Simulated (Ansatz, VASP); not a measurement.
**KCr2MoF6: VASP beside Ansatz**

```xyz
10
Lattice="0.0000 3.9127 3.9127 3.9127 0.0000 3.9127 3.9127 3.9127 0.0000" Properties=species:S:1:pos:R:3 pbc="T T T"
Mo    0.0000    0.0000    0.0000
K     3.9127    3.9127    3.9127
Cr    1.9564    1.9564    1.9564
Cr    5.8691    5.8691    5.8691
F     1.7764    3.9127    3.9127
F     3.9127    1.7764    3.9127
F     6.0491    3.9127    3.9127
F     3.9127    6.0491    3.9127
F     3.9127    3.9127    1.7764
F     3.9127    3.9127    6.0491
```

Alike in both runs: task single point; functional PBE; k mesh 4 × 4 × 4; no spin polarisation.

```csv
,VASP,Ansatz
version,VASP 6.6.1,Ansatz 0.2.0
potentials or method,"VASP PAW PBE potentials, release 64 (Mo_sv, K_sv, Cr_pv, F), cutoff 520 eV",PAW plane waves
occupations,"fermi-dirac, width 0.1 eV",fermi-dirac
valence electrons in the cell,89,93
```

```tsv
	VASP	Ansatz	Ansatz less VASP
gap on the k mesh at the Fermi level (eV)	none	none	-
rms of the force components (eV/Å)	1.926	1.869	-0.0572
```

Atom by atom the forces differ by 0.057 eV/Å (rms over components). A gap of «none» marks a metal or a gap that the smearing closes. VASP's potentials hold 89 valence electrons a cell and Ansatz's 93, so a difference there can come from the potentials and not from the codes.
